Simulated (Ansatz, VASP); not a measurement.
**KTaO3 in VASP and in Ansatz**

```
K Ta O
1.0
     4.06844    0.00000    0.00000
     0.00000    4.06844    0.00000
     0.00000    0.00000    4.06844
K Ta O
1 1 3
Direct
  0.50000 0.50000 0.50000
  0.00000 0.00000 0.00000
  0.50000 0.00000 0.00000
  0.00000 0.50000 0.00000
  0.00000 0.00000 0.50000
```

Alike in both runs: task single point; functional r2SCAN; k mesh 6 × 6 × 6; occupations gaussian, width 0.02 eV; no spin polarisation.

```csv
,VASP,Ansatz
version,VASP 6.6.1,Ansatz 0.2.0
potentials or method,"VASP PAW PBE potentials, release 64 (K_sv, Ta_pv, O), cutoff 520 eV","scalar-relativistic, plane waves, PAW"
valence electrons in the cell,38,40
```

|  | VASP | Ansatz | Ansatz less VASP |
| --- | --- | --- | --- |
| gap on the k mesh at the Fermi level (eV) | 2.44 | 2.47 | +0.027 |
| least direct gap on the mesh (eV) | 3.11 | 3.12 | +0.017 |
| pressure (GPa) | -10.0 | -10.7 | -0.67 |

VASP's potentials were made for PBE, not for r2SCAN. VASP's potentials hold 38 valence electrons a cell and Ansatz's 40, so a difference there can come from the potentials and not from the codes.

Spin-orbit coupling is off throughout.
